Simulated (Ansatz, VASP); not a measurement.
# Two plane-wave programs on BN

```
B N
1.0
    -2.50399    0.00000    0.00000
    -1.25200   -2.16852    0.00000
    -3.12986   -1.80703   13.32240
B N
4 4
Direct
  0.60420 0.60420 0.87500
  0.02085 0.02085 0.37500
  0.56250 0.56250 0.12500
  0.14585 0.14585 0.62500
  0.22917 0.22917 0.12500
  0.81252 0.81252 0.62500
  0.93753 0.93753 0.87500
  0.35418 0.35418 0.37500
```

Alike in both runs: task single point; functional PBE; dispersion D3(BJ); k mesh 10 × 10 × 2; occupations gaussian, width 0.05 eV; no spin polarisation.

```csv
,VASP,Ansatz
version,VASP 6.6.1,Ansatz 0.2.0
potentials or method,"VASP PAW PBE potentials, release 64 (B, N), cutoff 520 eV","scalar-relativistic, plane waves, PAW"
valence electrons in the cell,32,32
```

VASP gave:

```
gap on the k mesh at the Fermi level (eV)                     : 3.99
least direct gap on the mesh (eV)                             : 4.29
pressure (GPa)                                                : 0.7
traceless stress, the component that is largest in VASP (GPa) : -0.93
rms of the force components (eV/Å)                            : 0.005
```

Task: Which values does Ansatz return?

Result: gap on the k mesh at the Fermi level (eV): 3.99; least direct gap on the mesh (eV): 4.30; pressure (GPa): 0.6; traceless stress, the component that is largest in VASP (GPa): -0.74; rms of the force components (eV/Å): 0.005.

Atom by atom the forces differ by 0.000 eV/Å (rms over components).
